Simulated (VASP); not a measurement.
**Zn: single point with B3LYP**

Crystal: Zn.

```
Zn
1.0
    -1.59993    1.59993    1.59993
     1.59993   -1.59993    1.59993
     1.59993    1.59993   -1.59993
Zn
1
Direct
  0.00000 0.00000 0.00000
```

This isn't the form of Zn at room conditions, which is hcp.

```json
{
  "Program": "VASP 6.6.1",
  "Task": "single point",
  "Functional": "B3LYP",
  "Potentials or basis": "VASP PAW PBE potentials, release 64 (Zn)",
  "Cutoff": "520 eV",
  "k mesh": "6 × 6 × 6",
  "Occupations": "fermi-dirac, width 0.05 eV",
  "Spin": "no spin polarisation"
}
```

* Pressure: 0.0 GPa
* Band gap on the k mesh: zero (bands 6 and 7 overlap by 6.35 eV)

Levels at points of the mesh, in eV from the Fermi level:
| k point | band 2 | band 3 | band 4 | band 5 | band 6 | band 7 | band 8 | band 9 | band 10 | band 11 |
| --- | --- | --- | --- | --- | --- | --- | --- | --- | --- | --- |
| (0.00, 0.00, 0.00) | -10.18 | -10.18 | -10.18 | -9.73 | -9.73 | 18.90 | 18.90 | 18.90 | 21.32 | 21.32 |
| (0.50, 0.00, 0.00) | -10.43 | -9.75 | -9.71 | -9.40 | -3.09 | -1.78 | 11.53 | 13.12 | 15.73 | 17.00 |
| (0.50, 0.50, 0.50) | -10.63 | -9.47 | -9.47 | -9.47 | 4.57 | 4.57 | 4.57 | 7.38 | 9.07 | 9.07 |

Wall time 6.4 min on 1 thread of Intel(R) Xeon(R) Platinum 8259CL CPU @ 2.50GHz (Skylake/Cascade Lake), with other jobs on the host, peak memory 0.14 GiB.

Caveat: the k points lie up to 0.46 Å⁻¹ apart, too coarse for converged energies and pressures of a metal; the PAW data sets were made with another functional, which shifts forces and pressure a little.
